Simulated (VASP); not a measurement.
# Pt (Fm-3m) in VASP: a series of runs

The runs below take Pt through single point, with PBE, r2SCAN.

All numbers are computed with VASP 6.6.1; they aren't measurements. Logs are shortened: lines on timing, memory, paths and dates and some standing lists are left out, and cuts for length are marked.

## 1. The cell of the first run

It takes space group Fm-3m (No. 225, cubic). The conventional cell has a = 3.786 Å, b = 3.786 Å, c = 3.786 Å, α = 90.00°, β = 90.00°, γ = 90.00°. Within 3.5 Å of Pt (site symmetry m-3m) lie 12 Pt at 2.68 Å.

## 2. Single point, PBE

INCAR

```
ALGO = Fast
EDIFF = 1E-7
ENCUT = 520
GGA = PE
ISIF = 2
ISMEAR = 0
LASPH = T
LCHARG = F
LREAL = F
LWAVE = F
NBANDS = 11
NELM = 80
PREC = Accurate
SIGMA = 0.05
```

KPOINTS

```
k-points
0
Gamma
  14 14 14
```

POSCAR

```
Pt
1.0
    0.0000000000      1.8932281343      1.8932281343
    1.8932281343      0.0000000000      1.8932281343
    1.8932281343      1.8932281343      0.0000000000
Pt
1
Direct
    0.0000000000      0.0000000000      0.0000000000
```

Potentials or basis: VASP PAW PBE potentials, release 64 (Pt).

Command:

```console
> cat potpaw_PBE.64/Pt/POTCAR > POTCAR
> mpirun -np 1 vasp_std > vasp.out
```

OUTCAR:

```text
EDIFF = 1E-7
   ENCUT = 520
   GGA = PE
   ISIF = 2
   ISMEAR = 0
   LASPH = T
   LREAL = F
   NELM = 80
   PREC = Accurate

 ion  position               nearest neighbor table
   1  0.000  0.000  0.000-

  LATTYP: Found a face centered cubic cell.
 ALAT       =     3.7864562686

  Lattice vectors:

 A1 = (   0.0000000000,   1.8932281343,   1.8932281343)
 A2 = (   1.8932281343,   0.0000000000,   1.8932281343)
 A3 = (   1.8932281343,   1.8932281343,   0.0000000000)

Analysis of symmetry for initial positions (statically):
=====================================================================
 Subroutine PRICEL returns:
 Original cell was already a primitive cell.

 Routine SETGRP: Setting up the symmetry group for a
 face centered cubic supercell.

 Subroutine GETGRP returns: Found 48 space group operations
 (whereof 48 operations were pure point group operations)
 out of a pool of 48 trial point group operations.

The static configuration has the point symmetry O_h .

Analysis of symmetry for dynamics (positions and initial velocities):
=====================================================================
 Subroutine PRICEL returns:
 Original cell was already a primitive cell.

 Routine SETGRP: Setting up the symmetry group for a
 face centered cubic supercell.

 Subroutine GETGRP returns: Found 48 space group operations
 (whereof 48 operations were pure point group operations)
 out of a pool of 48 trial point group operations.

The dynamic configuration has the point symmetry O_h .

 Subroutine INISYM returns: Found 48 space group operations
 (whereof 48 operations are pure point group operations),
 and found     1 'primitive' translations

----------------------------------------------------------------------------------------

                                     Primitive cell

  volume of cell :      13.5718

  direct lattice vectors                    reciprocal lattice vectors
     0.000000000  1.893228134  1.893228134    -0.264099181  0.264099181  0.264099181
     1.893228134  0.000000000  1.893228134     0.264099181 -0.264099181  0.264099181
     1.893228134  1.893228134  0.000000000     0.264099181  0.264099181 -0.264099181

  length of vectors
     2.677428904  2.677428904  2.677428904     0.457433200  0.457433200  0.457433200

  position of ions in fractional coordinates (direct lattice)
     0.000000000  0.000000000  0.000000000

  ion indices of the primitive-cell ions
   primitive index   ion index
                 1           1
[... 73 lines left out ...]
   LREAL  =      F    real-space projection
   EDIFFG = 0.1E-05   stopping-criterion for IOM
   NSW    =      0    number of steps for IOM
   IBRION =     -1    ionic relax: 0-MD 1-quasi-New 2-CG
   NFREE  =      0    steps in history (QN), initial steepest desc. (CG)
   ISIF   =      2    stress and relaxation
   ISYM   =      2    0-nonsym 1-usesym 2-fastsym
   POTIM  = 0.5000    time-step for ionic-motion
   TEBEG  =    0.0;   TEEND  =   0.0 temperature during run
   PSTRESS=    0.0 pullay stress
   NELECT =      10.0000    total number of electrons
   NUPDOWN=      -1.0000    fix difference up-down
   EMIN   =  10.00;   EMAX   =-10.00  energy-range for DOS
   EFERMI =   0.00;   METHOD = LEGACY
   ISMEAR =     0;   SIGMA  =   0.05  broadening in eV -4-tet -1-fermi 0-gaus
   EFERMI_NEDOS =   21; number of points for ismear=-14 and -15
   IALGO  =     68    algorithm
   IMIX   =      4    mixing-type and parameters
     AMIX     =   0.40;   BMIX     =  1.00
     AMIX_MAG =   1.60;   BMIX_MAG =  1.00
  volume/ion in A,a.u.               =      13.57        91.59
  Fermi-wavevector in a.u.,A,eV,Ry     =   1.478638  2.794221 29.747377  2.186371
  Thomas-Fermi vector in A             =   2.592894
   LORBIT       =      0    0 simple, 1 ext, 2 COOP (PROOUT), +10 PAW based schemes
   GGA     = PE    functional components
   LHFCALC =     F    Hartree Fock is set to
   AEXX    =    0.0000 exact exchange contribution
   IVDW    =     0    specifies the selected vdW correction
   LEPSILON=     F    determine dielectric tensor
   LRPA    =     F    only Hartree local field effects (RPA)
 non-spin polarized calculation
 RMM-DIIS sequential band-by-band and
 Gauss-broadening in eV      SIGMA  =   0.05
  energy-cutoff  :      520.00
  volume of cell :       13.57
 maximum number of plane-waves:       378
   NGX =  9   NGY =  9   NGZ =  9

 number of electron      10.0000001 magnetization

 Free energy of the ion-electron system (eV)
  ---------------------------------------------------
  ext. energy  EPLUGINS =         0.00000000
  ---------------------------------------------------
  free energy    TOTEN  =        -5.82644448 eV

  energy without entropy =       -5.82457348  energy(sigma->0) =       -5.82550898

 E-fermi :  13.4059     XC(G=0): -14.1310

 val. band max:       13.3984311371   @ k =   0.5000   0.3571   0.0714
 cond. band min:      13.4412902135   @ k =   0.4286   0.1429   0.0000
 fundamental gap:      0.0428590764
 Fermi energy:        13.4058956124

 k-point     1 :       0.0000    0.0000    0.0000
  band No.  band energies     occupation
      1       1.9567      2.00000
      2       8.9269      2.00000
      3       8.9269      2.00000
      4       8.9269      2.00000
      5      11.4920      2.00000
      6      11.4920      2.00000
      7      27.6784      0.00000
      8      33.2586      0.00000
      9      33.2586      0.00000
     10      33.2586      0.00000
     11      39.0040      0.00000
[... 309 lines left out ...]
 k-point    24 :       0.2857    0.1429    0.0000
  band No.  band energies     occupation
      1       4.7162      2.00000
      2       7.6602      2.00000
      3       9.3043      2.00000
      4      10.0092      2.00000
      5      11.3354      2.00000
      6      12.3999      2.00000
      7      28.3028      0.00000
      8      31.1378      0.00000
      9      33.4260      0.00000
     10      34.4118      0.00000
     11      39.2530      0.00000

 [... further k-points ...]
[... 5 lines left out ...]
  --------------------------------------------------------------------------------------
  -------------------------------------------------------------------------------------
  Total        4.3148278      4.3148278      4.3148278      0.0000000     -0.0000000      0.0000000
  in kB      509.3721640    509.3721640    509.3721640      0.0000000     -0.0000000      0.0000000
  external PRESSURE =     509.3721640 kB  Pullay stress =       0.0000000 kB

 VOLUME and BASIS-vectors are now :
 -----------------------------------------------------------------------------
  energy-cutoff  :      520.00
  volume of cell :       13.57
      direct lattice vectors                 reciprocal lattice vectors
     0.000000000  1.893228134  1.893228134    -0.264099181  0.264099181  0.264099181
     1.893228134  0.000000000  1.893228134     0.264099181 -0.264099181  0.264099181
     1.893228134  1.893228134  0.000000000     0.264099181  0.264099181 -0.264099181

 POSITION                                       TOTAL-FORCE (eV/Angst)
 -----------------------------------------------------------------------------------
      0.00000      0.00000      0.00000         0.000000      0.000000      0.000000
 -----------------------------------------------------------------------------------
    total drift:                                0.000000     -0.000000     -0.000000

  FREE ENERGIE OF THE ION-ELECTRON SYSTEM (eV)
  ---------------------------------------------------
  free  energy   TOTEN  =        -5.8264444788 eV

  energy  without entropy=       -5.8245734776  energy(sigma->0) =       -5.82550898
```

OSZICAR:

```text
N       E                     dE             d eps       ncg     rms          rms(c)
DAV:   1     0.407323806207E+02    0.40732E+02   -0.54502E+03  2336   0.855E+02
DAV:   2    -0.556126524437E+01   -0.46294E+02   -0.44739E+02  2638   0.183E+02
DAV:   3    -0.618137403558E+01   -0.62011E+00   -0.61731E+00  2681   0.197E+01
DAV:   4    -0.618372897912E+01   -0.23549E-02   -0.23548E-02  2682   0.146E+00
DAV:   5    -0.618374523276E+01   -0.16254E-04   -0.16252E-04  2717   0.108E-01    0.177E+01
RMM:   6    -0.588329851463E+01    0.30045E+00   -0.24069E-01  2317   0.430E+00    0.954E+00
RMM:   7    -0.583047182399E+01    0.52827E-01   -0.81353E-02  2422   0.265E+00    0.248E+00
RMM:   8    -0.582651534718E+01    0.39565E-02   -0.92784E-03  2462   0.888E-01    0.464E-01
RMM:   9    -0.582643130994E+01    0.84037E-04   -0.62948E-04  2729   0.215E-01    0.725E-02
RMM:  10    -0.582644244194E+01   -0.11132E-04   -0.10170E-04  2755   0.761E-02    0.740E-02
RMM:  11    -0.582644519093E+01   -0.27490E-05   -0.23974E-05  2844   0.342E-02    0.108E-02
RMM:  12    -0.582644468023E+01    0.51070E-06   -0.71003E-06  2615   0.215E-02    0.630E-03
RMM:  13    -0.582644457330E+01    0.10693E-06   -0.14600E-06  2606   0.784E-03    0.219E-03
RMM:  14    -0.582644447876E+01    0.94536E-07   -0.15863E-07  1822   0.267E-03
   1 F= -.58264445E+01 E0= -.58255090E+01  d E =-.187100E-02
```

Wall time 16 s (1 thread of Intel Xeon Platinum 8559C (Emerald Rapids), shared host); peak memory 0.13 GiB.

Results:

* Free energy: -5.8264 eV
* Pressure: 50.9 GPa
* Band gap on the k mesh: zero (band 5 reaches 14.04 eV, above the bottom of band 6 at 11.35 eV)

Levels at points of the mesh, in eV from the Fermi level:
| k point | band 3 | band 4 | band 5 | band 6 | band 7 | band 8 |
| --- | --- | --- | --- | --- | --- | --- |
| (0.00, 0.00, 0.00) | -4.48 | -4.48 | -1.91 | -1.91 | 14.27 | 19.85 |
| (0.50, 0.00, 0.00) | -4.57 | -0.90 | 0.08 | 0.08 | 6.74 | 13.88 |
| (0.50, 0.50, 0.00) | 0.05 | 0.63 | 0.63 | 1.60 | 10.13 | 11.73 |

Caveat: spin-orbit coupling is left out, which moves the levels of the heavy elements.

## 3. Single point, PBE

This run uses another cell than the first one, of 15.08 Å³/atom, 1.111 times its volume.

INCAR

```
SYSTEM = Pt
  PREC = Accurate
  ENCUT = 520
  EDIFF = 1E-6
  ISMEAR = 0
  SIGMA = 0.05
  LREAL = .False.
  LASPH = .True.
  NELM = 80
  ALGO = Normal
  ISIF = 2
  LWAVE = .False.
  LCHARG = .True.
  GGA = PE
  LELF = .True.
  LVHAR = .True.
  NBANDS = 11
```

KPOINTS

```
regular mesh
0
Gamma
  14 14 14
  0 0 0
```

POSCAR

```
Pt
1.0
    0.0000000000      1.9609000000      1.9609000000
    1.9609000000      0.0000000000      1.9609000000
    1.9609000000      1.9609000000      0.0000000000
Pt
1
Direct
    0.0000000000      0.0000000000      0.0000000000
```

Potentials or basis: VASP PAW PBE potentials, release 64 (Pt).

Command:

```console
> cat potpaw_PBE.64/Pt/POTCAR > POTCAR
> mpirun -np 1 vasp_std > vasp.out
```

Run time: 10 s. Hardware: 1 thread of Intel Xeon Platinum 8559C (Emerald Rapids), shared host; peak memory 0.15 GiB.

Results (log left out):

- Free energy: -6.0913 eV
- Pressure: 9.3 GPa
- Band gap on the k mesh: zero (band 5 reaches 11.76 eV, above the bottom of band 6 at 9.52 eV)

Levels at points of the mesh, in eV from the Fermi level:
```tsv
k point	band 2	band 3	band 4	band 5	band 6	band 7	band 8	band 9
(0.00, 0.00, 0.00)	-3.77	-3.77	-3.77	-1.61	-1.61	14.66	19.63	19.63
(0.50, 0.00, 0.00)	-3.83	-3.83	-0.45	0.06	0.06	5.86	14.23	19.01
(0.50, 0.50, 0.00)	-6.60	0.03	0.51	0.51	1.80	8.91	11.42	11.42
```

Caveat: spin-orbit coupling is left out, which moves the levels of the heavy elements.

## 4. Single point, r2SCAN

This run uses another cell than the first one, of 15.08 Å³/atom, 1.111 times its volume.

POSCAR is that of step 3.

INCAR.step1

```
SYSTEM = Pt
PREC = Accurate
ENCUT = 520
ISMEAR = 0
SIGMA = 0.05
LREAL = .FALSE.
LASPH = .TRUE.
NELM = 60
NBANDS = 11
GGA = PE
ALGO = Normal
EDIFF = 1E-4
LWAVE = .TRUE.
LCHARG = .FALSE.
```

INCAR.step2

```
SYSTEM = Pt
PREC = Accurate
ENCUT = 520
EDIFF = 1E-7
ISMEAR = 0
SIGMA = 0.05
LREAL = .FALSE.
LASPH = .TRUE.
NELM = 60
ALGO = Normal
ISIF = 2
LWAVE = .FALSE.
LCHARG = .FALSE.
METAGGA = R2SCAN
LMIXTAU = .TRUE.
NBANDS = 11
ISTART = 1
```

KPOINTS

```
Automatic mesh
0
G
  14 14 14
  0 0 0
```

Potentials or basis: VASP PAW PBE potentials, release 64 (Pt).

Command:

```console
> cat potpaw_PBE.64/Pt/POTCAR > POTCAR
> cp INCAR.step1 INCAR
> mpirun -np 1 vasp_std > vasp.out
> cp INCAR.step2 INCAR
> mpirun -np 1 vasp_std > vasp.out
```

OUTCAR:

```text
SYSTEM = Pt
   PREC = Accurate
   ENCUT = 520
   EDIFF = 1E-7
   ISMEAR = 0
   LREAL = .FALSE.
   LASPH = .TRUE.
   NELM = 60
   ISIF = 2
   METAGGA = R2SCAN
   ISTART = 1

 ion  position               nearest neighbor table
   1  0.000  0.000  0.000-

  LATTYP: Found a face centered cubic cell.
 ALAT       =     3.9218000000

  Lattice vectors:

 A1 = (   0.0000000000,   1.9609000000,   1.9609000000)
 A2 = (   1.9609000000,   0.0000000000,   1.9609000000)
 A3 = (   1.9609000000,   1.9609000000,   0.0000000000)

Analysis of symmetry for initial positions (statically):
=====================================================================
 Subroutine PRICEL returns:
 Original cell was already a primitive cell.

 Routine SETGRP: Setting up the symmetry group for a
 face centered cubic supercell.

 Subroutine GETGRP returns: Found 48 space group operations
 (whereof 48 operations were pure point group operations)
 out of a pool of 48 trial point group operations.

The static configuration has the point symmetry O_h .

Analysis of symmetry for dynamics (positions and initial velocities):
=====================================================================
[... 160 lines left out ...]
 cond. band min:      10.9931844280   @ k =   0.4286   0.1429   0.0000
 fundamental gap:      0.0073053100
 Fermi energy:        10.9898826671

 k-point     1 :       0.0000    0.0000    0.0000
  band No.  band energies     occupation
      1       0.5189      2.00000
      2       7.0980      2.00000
      3       7.0980      2.00000
      4       7.0980      2.00000
      5       9.2633      2.00000
      6       9.2633      2.00000
      7      26.4984      0.00000
      8      31.6722      0.00000
      9      31.6722      0.00000
     10      31.6722      0.00000
     11      37.5491      0.00000
[... 309 lines left out ...]
 k-point    24 :       0.2857    0.1429    0.0000
  band No.  band energies     occupation
      1       3.1480      2.00000
      2       5.9962      2.00000
      3       7.4283      2.00000
      4       8.0476      2.00000
      5       9.2167      2.00000
      6      10.0786      2.00000
      7      26.0530      0.00000
      8      29.2818      0.00000
      9      30.8395      0.00000
     10      32.3309      0.00000
     11      36.4547      0.00000

 [... further k-points ...]
[... 5 lines left out ...]
  --------------------------------------------------------------------------------------
  -------------------------------------------------------------------------------------
  Total        0.4217072      0.4217072      0.4217072      0.0000000      0.0000000      0.0000000
  in kB       44.8048783     44.8048783     44.8048783      0.0000000      0.0000000      0.0000000
  external PRESSURE =      44.8048783 kB  Pullay stress =       0.0000000 kB

 VOLUME and BASIS-vectors are now :
 -----------------------------------------------------------------------------
  energy-cutoff  :      520.00
  volume of cell :       15.08
      direct lattice vectors                 reciprocal lattice vectors
     0.000000000  1.960900000  1.960900000    -0.254984956  0.254984956  0.254984956
     1.960900000  0.000000000  1.960900000     0.254984956 -0.254984956  0.254984956
     1.960900000  1.960900000  0.000000000     0.254984956  0.254984956 -0.254984956

 POSITION                                       TOTAL-FORCE (eV/Angst)
 -----------------------------------------------------------------------------------
      0.00000      0.00000      0.00000         0.000000     -0.000000      0.000000
 -----------------------------------------------------------------------------------
    total drift:                               -0.000000     -0.000000     -0.000000

  FREE ENERGIE OF THE ION-ELECTRON SYSTEM (eV)
  ---------------------------------------------------
  free  energy   TOTEN  =       -51.5062930671 eV

  energy  without entropy=      -51.5041482918  energy(sigma->0) =      -51.50522068
```

Run time: 46 s. Hardware: 1 thread of Intel Xeon Platinum 8559C (Emerald Rapids), shared host; peak memory 0.15 GiB.

Results:

```
Free energy            : -51.5063 eV
Pressure               : 4.5 GPa
Band gap on the k mesh : zero (band 5 reaches 11.54 eV, above the bottom of band 6 at 9.15 eV)
```

Caveat: the PAW data sets were made with another functional, which shifts forces and pressure a little; spin-orbit coupling is left out, which moves the levels of the heavy elements.

## 5. Single point, PBE

This run uses another cell than the first one, of 15.08 Å³/atom, 1.111 times its volume.

INCAR

```
SYSTEM = Pt
  PREC = Accurate
  ENCUT = 500
  EDIFF = 1E-6
  ISMEAR = 0
  SIGMA = 0.05
  LREAL = .False.
  LASPH = .True.
  NELM = 120
  ALGO = Normal
  ISIF = 2
  LWAVE = .False.
  LCHARG = .True.
  GGA = PE
  LELF = .True.
  LVHAR = .True.
  NELECT = 9.8
  NBANDS = 11
  GGA_COMPAT = .False.
```

KPOINTS

```
Automatic mesh
0
Gamma
  14 14 14
  0 0 0
```

POSCAR is that of step 4.

Command:

```console
> cat potpaw_PBE.64/Pt/POTCAR > POTCAR
> mpirun -np 1 vasp_std > vasp.out
```

Run time: 23 s. Hardware: 1 thread of Intel Xeon 8259CL, shared host; peak memory 0.13 GiB.

Results (log left out):

- Free energy: -8.3129 eV

Levels at points of the mesh, in eV from the Fermi level:
| k point | band 3 | band 4 | band 5 | band 6 | band 7 | band 8 |
| --- | --- | --- | --- | --- | --- | --- |
| (0.00, 0.00, 0.00) | -3.60 | -3.60 | -1.48 | -1.48 | 15.08 | 20.06 |
| (0.50, 0.00, 0.00) | -3.65 | -0.05 | 0.16 | 0.16 | 6.05 | 14.68 |
| (0.50, 0.50, 0.00) | 0.13 | 0.60 | 0.60 | 2.17 | 9.12 | 11.79 |

Caveat: the cell carries a net charge on a neutralising background, which shifts energy and pressure; the cell is charged against a uniform background, so pressure and absolute levels hang on convention; spin-orbit coupling is left out, which moves the levels of the heavy elements.

## 6. Summary

| level | cell | gap on the mesh (eV) | pressure (GPa) |
| --- | --- | --- | --- |
| PBE | a = 2.677 Å, angles 60.0°, 1 atom | none | 50.9 |
| PBE | a = 2.773 Å, angles 60.0°, 1 atom | none | 9.3 |
| r2SCAN | a = 2.773 Å, angles 60.0°, 1 atom | none | 4.5 |

Alike in all rows: task single point; potentials or basis VASP PAW PBE potentials, release 64 (Pt); no spin polarisation; k mesh 14 × 14 × 14; cutoff (eV) 520; smearing gaussian 0.05 eV.

Caveats: spin-orbit coupling is left out, which moves the levels of the heavy elements; the PAW data sets were made with another functional, which shifts forces and pressure a little (some runs).

Absolute energies hang on the potentials; compare differences alone.
